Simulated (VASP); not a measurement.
# HC12 in VASP: notebook

Runs on HC12. Level: PBEsol. Tasks: single point.

Program: VASP 6.6.1. These are calculated values, not measurements. Logs are shortened: lines on timing, memory, paths and dates and some standing lists are left out, and cuts for length are marked.

### Step 1. The cell of the first run

The cell holds a slab with vacuum, 13 atoms: a = 4.917 Å, b = 3.888 Å, c = 20.211 Å, α = 90.00°, β = 90.00°, γ = 80.90°.

### Step 2. Single point, PBEsol, collinear spin

Input file INCAR:

```
PREC = Accurate
ENCUT = 520
EDIFF = 1E-6
ISMEAR = 0
SIGMA = 0.05
LREAL = False
LASPH = True
NELM = 150
ALGO = Normal
ISIF = 2
LWAVE = False
LCHARG = False
ISPIN = 2
MAGMOM = 0 0 0 0 0 0 0 0 0 0 0 0 1
LORBIT = 11
LDIPOL = True
IDIPOL = 3
DIPOL = 0.5 0.5 0.328
GGA = PS
NBANDS = 40
```

Input file KPOINTS:

```
regular mesh
0
Gamma
  6 7 1
```

Input file POSCAR:

```
HC12
1.0
    4.9173188109      0.0000000000      0.0000000000
    0.6146780514      3.8391258797      0.0000000000
    0.0000000000      0.0000000000     20.2108743161
C H
12 1
Direct
    0.3590054871      0.1281660241      0.1979132588
    0.8590054871      0.1281660241      0.1979132588
    0.1025532572      0.1794433159      0.2316595767
    0.6025532572      0.1794433159      0.2316595767
    0.0897848593      0.2819706941      0.2991343083
    0.5897848593      0.2819706941      0.2991343083
    0.3334002075      0.3331078549      0.3318096857
    0.8334002075      0.3331078549      0.3318096857
    0.3193211503      0.4460785665      0.4022878746
    0.8193211503      0.4460785665      0.4022878746
    0.0634071465      0.4935789343      0.4309993808
    0.5634071465      0.4935789343      0.4309993808
    0.1884071465      1.2435789343      0.4700149081
```

Potentials or basis: VASP PAW PBE potentials, release 64 (C, H).

Started as:

```sh
$ cat potpaw_PBE.64/C/POTCAR potpaw_PBE.64/H/POTCAR > POTCAR
$ mpirun -np 1 vasp_std > vasp.out
```

OUTCAR:

```text
PREC = Accurate
   ENCUT = 520
   EDIFF = 1E-6
   ISMEAR = 0
   LREAL = False
   LASPH = True
   NELM = 150
   ISIF = 2
   ISPIN = 2
   LORBIT = 11
   GGA = PS

 ion  position               nearest neighbor table
   1  0.359  0.128  0.198-   4 1.42   3 1.42
   2  0.859  0.128  0.198-   3 1.42   4 1.42
   3  0.103  0.179  0.232-   2 1.42   5 1.42   1 1.42
   4  0.603  0.179  0.232-   1 1.42   6 1.42   2 1.42
   5  0.090  0.282  0.299-   8 1.41   7 1.41   3 1.42
   6  0.590  0.282  0.299-   7 1.41   8 1.41   4 1.42
   7  0.333  0.333  0.332-   6 1.41   5 1.41   9 1.49
   8  0.833  0.333  0.332-   5 1.41   6 1.41  10 1.49
   9  0.319  0.446  0.402-  11 1.37  12 1.37   7 1.49
  10  0.819  0.446  0.402-  12 1.37  11 1.37   8 1.49
  11  0.063  0.494  0.431-  13 1.32   9 1.37  10 1.37
  12  0.563  0.494  0.431-  10 1.37   9 1.37
  13  0.188  0.244  0.470-  11 1.32

  LATTYP: Found a simple monoclinic cell.
 ALAT       =     3.8880221999
 B/A-ratio  =     5.1982404618
 C/A-ratio  =     1.2647352711
 COS(beta)  =    -0.1580953039

  Lattice vectors:

 A1 = (   0.6146780514,   3.8391258797,   0.0000000000)
 A2 = (   0.0000000000,   0.0000000000, -20.2108743161)
 A3 = (  -4.9173188109,   0.0000000000,   0.0000000000)

Analysis of symmetry for initial positions (statically):
=====================================================================
 Subroutine PRICEL returns:
 Original cell was already a primitive cell.

 Routine SETGRP: Setting up the symmetry group for a
 simple monoclinic supercell.

 Subroutine GETGRP returns: Found  1 space group operations
 (whereof  1 operations were pure point group operations)
 out of a pool of  4 trial point group operations.

The static configuration has the point symmetry C_1 .

Analysis of symmetry for dynamics (positions and initial velocities):
=====================================================================
 Subroutine PRICEL returns:
 Original cell was already a primitive cell.

 Routine SETGRP: Setting up the symmetry group for a
 simple monoclinic supercell.

 Subroutine GETGRP returns: Found  1 space group operations
 (whereof  1 operations were pure point group operations)
 out of a pool of  4 trial point group operations.

The dynamic configuration has the point symmetry C_1 .

Analysis of structural, dynamic, and magnetic symmetry:
=====================================================================
 Subroutine PRICEL returns:
 Original cell was already a primitive cell.

 Routine SETGRP: Setting up the symmetry group for a
 simple monoclinic supercell.

 Subroutine GETGRP returns: Found  1 space group operations
 (whereof  1 operations were pure point group operations)
 out of a pool of  4 trial point group operations.

The overall configuration has the point symmetry C_1 .

 Subroutine INISYM returns: Found  1 space group operations
 (whereof  1 operations are pure point group operations),
 and found     1 'primitive' translations

----------------------------------------------------------------------------------------

                                     Primitive cell

  volume of cell :     381.5450

  direct lattice vectors                    reciprocal lattice vectors
     4.917318811  0.000000000  0.000000000     0.203362857 -0.032560194  0.000000000
     0.614678051  3.839125880  0.000000000     0.000000000  0.260475960  0.000000000
     0.000000000  0.000000000 20.210874316     0.000000000  0.000000000  0.049478315

  length of vectors
     4.917318811  3.888022200 20.210874316     0.205952950  0.260475960  0.049478315

  position of ions in fractional coordinates (direct lattice)
     0.359005487  0.128166024  0.197913259
     0.859005487  0.128166024  0.197913259
     0.102553257  0.179443316  0.231659577
     0.602553257  0.179443316  0.231659577
     0.089784859  0.281970694  0.299134308
     0.589784859  0.281970694  0.299134308
     0.333400207  0.333107855  0.331809686
     0.833400207  0.333107855  0.331809686
     0.319321150  0.446078566  0.402287875
     0.819321150  0.446078566  0.402287875
     0.063407146  0.493578934  0.430999381
     0.563407146  0.493578934  0.430999381
     0.188407146  0.243578934  0.470014908

  ion indices of the primitive-cell ions
   primitive index   ion index
                 1           1
                 2           2
[... 42 lines left out ...]
  0.333333  0.000000  0.000000      2.000000
  0.500000  0.000000  0.000000      1.000000
  0.000000  0.142857  0.000000      2.000000
  0.166667  0.142857  0.000000      2.000000
[... 14 lines left out ...]
 -0.333333  0.428571  0.000000      2.000000
 -0.166667  0.428571  0.000000      2.000000
   k-points           NKPTS =     22   k-points in BZ     NKDIM =     22   number of bands    NBANDS=     40
   number of dos      NEDOS =    301   number of ions     NIONS =     13
   total plane-waves  NPLWV = 180000
   dimension x,y,z NGX =    40 NGY =   30 NGZ =  150
   dimension x,y,z NGXF=    80 NGYF=   60 NGZF=  300
   ions per type =              12   1
   NGX,Y,Z   is equivalent  to a cutoff of  13.52, 12.83, 12.34 a.u.
   NGXF,Y,Z  is equivalent  to a cutoff of  27.05, 25.66, 24.68 a.u.
 SYSTEM =  unknown system
   PREC   = accura    normal or accurate (medium, high low for compatibility)
   ISTART =      0    job   : 0-new  1-cont  2-samecut
   ICHARG =      2    charge: 1-file 2-atom 10-const
   ISPIN  =      2    spin polarized calculation?
   LNONCOLLINEAR =      F non collinear calculations
   LSORBIT =      F    spin-orbit coupling
   LASPH  =      T    aspherical Exc in radial PAW
   ENCUT  =  520.0 eV  38.22 Ry    6.18 a.u.   9.14  7.23 37.58*2*pi/ulx,y,z
   NELM   =    150;   NELMIN=  2; NELMDL= -5     # of ELM steps
   EDIFF  = 0.1E-05   stopping-criterion for ELM
   LREAL  =      F    real-space projection
   EDIFFG = 0.1E-04   stopping-criterion for IOM
   NSW    =      0    number of steps for IOM
   IBRION =     -1    ionic relax: 0-MD 1-quasi-New 2-CG
   NFREE  =      0    steps in history (QN), initial steepest desc. (CG)
   ISIF   =      2    stress and relaxation
   ISYM   =      2    0-nonsym 1-usesym 2-fastsym
   POTIM  = 0.5000    time-step for ionic-motion
   TEBEG  =    0.0;   TEEND  =   0.0 temperature during run
   PSTRESS=    0.0 pullay stress
   NELECT =      49.0000    total number of electrons
   NUPDOWN=      -1.0000    fix difference up-down
   EMIN   =  10.00;   EMAX   =-10.00  energy-range for DOS
   EFERMI =   0.00;   METHOD = LEGACY
   ISMEAR =     0;   SIGMA  =   0.05  broadening in eV -4-tet -1-fermi 0-gaus
   EFERMI_NEDOS =   21; number of points for ismear=-14 and -15
   IALGO  =     38    algorithm
   IMIX   =      4    mixing-type and parameters
     AMIX     =   0.40;   BMIX     =  1.00
     AMIX_MAG =   1.60;   BMIX_MAG =  1.00
  volume/ion in A,a.u.               =      29.35       198.06
  Fermi-wavevector in a.u.,A,eV,Ry     =   0.825959  1.560835  9.281997  0.682208
  Thomas-Fermi vector in A             =   1.937907
   LORBIT       =     11    0 simple, 1 ext, 2 COOP (PROOUT), +10 PAW based schemes
   GGA     = PS    functional components
   LHFCALC =     F    Hartree Fock is set to
   AEXX    =    0.0000 exact exchange contribution
   IVDW    =     0    specifies the selected vdW correction
   LEPSILON=     F    determine dielectric tensor
   LRPA    =     F    only Hartree local field effects (RPA)
 spin polarized calculation
 Gauss-broadening in eV      SIGMA  =   0.05
  energy-cutoff  :      520.00
  volume of cell :      381.55
 maximum number of plane-waves:     10303
 NGX is ok and might be reduce to    40
   NGX = 19   NGY = 15   NGZ = 75

 number of electron      48.9999996 magnetization       0.2630707

 dipolmoment           0.000000      0.000000     -0.000061 electrons x Angstroem

 number of electron      48.9999996 magnetization      -0.9999026

 dipolmoment           0.000000      0.000000      0.000384 electrons x Angstroem

 Free energy of the ion-electron system (eV)
  ---------------------------------------------------
  ext. energy  EPLUGINS =         0.00000000
  ---------------------------------------------------
  free energy    TOTEN  =      -106.82045662 eV

  energy without entropy =     -106.82045385  energy(sigma->0) =     -106.82045524

 E-fermi :  -2.4528     XC(G=0):  -3.8156

 val. band max:       -2.5764944648   @ k =   0.0000   0.0000   0.0000
 cond. band min:      -2.3283057090   @ k =   0.0000   0.4286   0.0000
 fundamental gap:      0.2481887558
 Fermi energy:        -2.4528140088

 spin component 1

 k-point     1 :       0.0000    0.0000    0.0000
  band No.  band energies     occupation
      1     -21.4316      1.00000
      2     -19.8770      1.00000
      3     -17.4378      1.00000
      4     -17.2229      1.00000
      5     -17.1321      1.00000
      6     -15.8689      1.00000
[... 847 lines left out ...]
     35       5.4875      0.00000
     36       5.7740      0.00000
 Fermi energy:        -2.4528140088

 spin component 2

 k-point     1 :       0.0000    0.0000    0.0000
  band No.  band energies     occupation
      1     -21.4580      1.00000
      2     -19.9177      1.00000
      3     -17.6150      1.00000
      4     -17.2847      1.00000
      5     -17.1076      1.00000
      6     -15.7306      1.00000
[... 847 lines left out ...]
     35       5.5580      0.00000
     36       5.6686      0.00000
 [bands above 36 left out]

------------------------ aborting loop because EDIFF is reached ----------------------------------------

 vacuum level on the upper side and lower side of the slab       (xc-potential included)        -0.055        -0.075

  FORCE on cell =-STRESS in cart. coord.  units (eV):
  Direction    XX          YY          ZZ          XY          YZ          ZX
  --------------------------------------------------------------------------------------
  -------------------------------------------------------------------------------------
  Total        3.6551884     -3.5688355      1.1216967      2.2235282      0.4673978     -2.3105773
  in kB       15.3488037    -14.9861920      4.7102095      9.3370008      1.9626889     -9.7025359
  external PRESSURE =       1.6909404 kB  Pullay stress =       0.0000000 kB

 VOLUME and BASIS-vectors are now :
 -----------------------------------------------------------------------------
  energy-cutoff  :      520.00
  volume of cell :      381.55
      direct lattice vectors                 reciprocal lattice vectors
     4.917318811  0.000000000  0.000000000     0.203362857 -0.032560194  0.000000000
     0.614678051  3.839125880  0.000000000     0.000000000  0.260475960  0.000000000
     0.000000000  0.000000000 20.210874316     0.000000000  0.000000000  0.049478315

 POSITION                                       TOTAL-FORCE (eV/Angst)
 -----------------------------------------------------------------------------------
      1.84413      0.49205      4.00000         0.024559      0.683194      2.430260
      4.30278      0.49205      4.00000        -0.047044      0.683900      2.417692
      0.61459      0.68891      4.68204         0.015333     -1.077140     -3.495827
      3.07325      0.68891      4.68204         0.030910     -1.034049     -3.534601
      0.61482      1.08252      6.04577         0.001396      0.243837      1.033070
      3.07348      1.08252      6.04577        -0.028862      0.245842      0.828504
      1.84419      1.27884      6.70616         0.612603      0.633761      0.532388
      4.30285      1.27884      6.70616        -0.327162      0.642651      0.723379
      1.84440      1.71255      8.13059         0.719621      0.279228     -3.609318
      4.30306      1.71255      8.13059        -0.993399     -0.295105     -1.891069
      0.61519      1.89491      8.71087         1.946407     -3.425256      4.509319
      3.07384      1.89491      8.71087         0.443339     -0.450663      0.045212
      1.07618      0.93513      9.49941        -2.397701      2.869800      0.010990
 -----------------------------------------------------------------------------------
    total drift:                               -0.000060     -0.000442     -0.000927

  FREE ENERGIE OF THE ION-ELECTRON SYSTEM (eV)
  ---------------------------------------------------
  free  energy   TOTEN  =      -106.8204566240 eV

  energy  without entropy=     -106.8204538523  energy(sigma->0) =     -106.82045524

 vacuum level on the upper side and lower side of the slab         2.586         2.570

 total charge

# of ion       s       p       d       tot
------------------------------------------
    1        0.862   1.571   0.000   2.433
    2        0.862   1.572   0.000   2.434
    3        0.861   1.768   0.000   2.628
    4        0.861   1.767   0.000   2.628
    5        0.866   1.790   0.000   2.656
    6        0.865   1.794   0.000   2.660
    7        0.860   1.756   0.000   2.616
    8        0.860   1.753   0.000   2.613
    9        0.877   1.781   0.000   2.658
   10        0.867   1.786   0.000   2.653
   11        0.857   1.732   0.000   2.589
   12        0.884   1.645   0.000   2.529
   13        0.466   0.022   0.000   0.488
--------------------------------------------------
tot         10.847  20.738   0.000  31.585

 magnetization (x)

# of ion       s       p       d       tot
------------------------------------------
    1       -0.098  -0.533   0.000  -0.631
    2       -0.098  -0.534   0.000  -0.632
    3       -0.001   0.027   0.000   0.026
    4       -0.001   0.025   0.000   0.024
    5       -0.010  -0.079   0.000  -0.089
    6       -0.011  -0.087   0.000  -0.098
    7        0.009   0.078   0.000   0.088
    8        0.009   0.079   0.000   0.088
    9       -0.001  -0.037   0.000  -0.039
   10       -0.001  -0.040   0.000  -0.041
   11        0.027   0.167   0.000   0.194
   12        0.066   0.477   0.000   0.543
   13       -0.011   0.001   0.000  -0.010
--------------------------------------------------
tot         -0.119  -0.456   0.000  -0.575
```

Run time: 35 min. Hardware: 1 thread of Oxide Virtual Turin-like, shared host; peak memory 0.78 GiB.

Results:

```yaml
Free_energy: -106.8205 eV
Largest_force: 5.988 eV/Å
Band_gap_on_the_k_mesh: 0.25 eV (least direct gap 0.55 eV)
Net_moment: -1.00 μB per cell
Site_moments: C -0.63, +0.03, +0.02, -0.09, -0.10, +0.09, -0.04, +0.19, +0.54 (each value once); H -0.01 μB
Valence_electrons_inside_the_program's_atomic_spheres: C 2.43, 2.63, 2.66, 2.62, 2.61, 2.65, 2.59, 2.53 (each value once); H 0.49
```

Forces in eV/Å, atoms in the order of the input:
```
C    0.025  0.683  2.430
C   -0.047  0.684  2.418
C    0.015 -1.077 -3.496
C    0.031 -1.034 -3.535
C    0.001  0.244  1.033
C   -0.029  0.246  0.829
C    0.613  0.634  0.532
C   -0.327  0.643  0.723
C    0.720  0.279 -3.609
C   -0.993 -0.295 -1.891
C    1.946 -3.425  4.509
C    0.443 -0.451  0.045
H   -2.398  2.870  0.011
```

Caveat: the PAW data sets were made with another functional, which shifts forces and pressure a little.

[end of part 1 of 2]
